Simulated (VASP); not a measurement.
# CaO: single point with HSE06

Crystal: CaO.

```
Ca O
1.0
     0.00000    2.41547    2.41547
     2.41547    0.00000    2.41547
     2.41547    2.41547    0.00000
Ca O
1 1
Cartesian
  2.4155 2.4155 2.4155
  0.0000 0.0000 0.0000
```

* Program: VASP 6.6.1
* Task: single point
* Functional: HSE06
* Potentials or basis: VASP PAW PBE potentials, release 64 (Ca_sv, O)
* Cutoff: 520 eV
* k mesh: 6 × 6 × 6
* Occupations: gaussian, width 0.02 eV
* Spin: no spin polarisation
* Dipole correction: no
* Grid for exact exchange (PRECFOCK): Normal
* Further INCAR settings: ALGO = Normal; EDIFF = 1e-06; NBANDS = 15
* Share of exact exchange: 0.25
* Screening parameter: 0.2079 1/Å

| Quantity | Value |
| --- | --- |
| Pressure | -1.6 GPa |
| Band gap on the k mesh | 5.30 eV (least direct gap 5.72 eV) |

Levels at points of the mesh, in eV from the valence-band top:
```tsv
k point	band 4	band 5	band 6	band 7	band 8	band 9	band 10	band 11	band 12	band 13
(0.00, 0.00, 0.00)	-19.56	-17.01	0.00	0.00	0.00	6.09	8.14	8.14	8.14	9.75
(0.50, 0.00, 0.00)	-19.60	-15.67	-2.78	-1.23	-1.23	8.96	9.94	10.50	10.50	12.71
(0.50, 0.50, 0.00)	-19.79	-16.74	-1.45	-0.43	-0.43	5.30	10.02	11.04	11.82	11.82
```

Wall time 12 min on 1 thread of Intel(R) Xeon(R) 6975P-C (Granite Rapids), with other jobs on the host, peak memory 0.27 GiB.

Caveat: the PAW data sets were made with another functional, which shifts forces and pressure a little. A k mesh can miss the band edges.
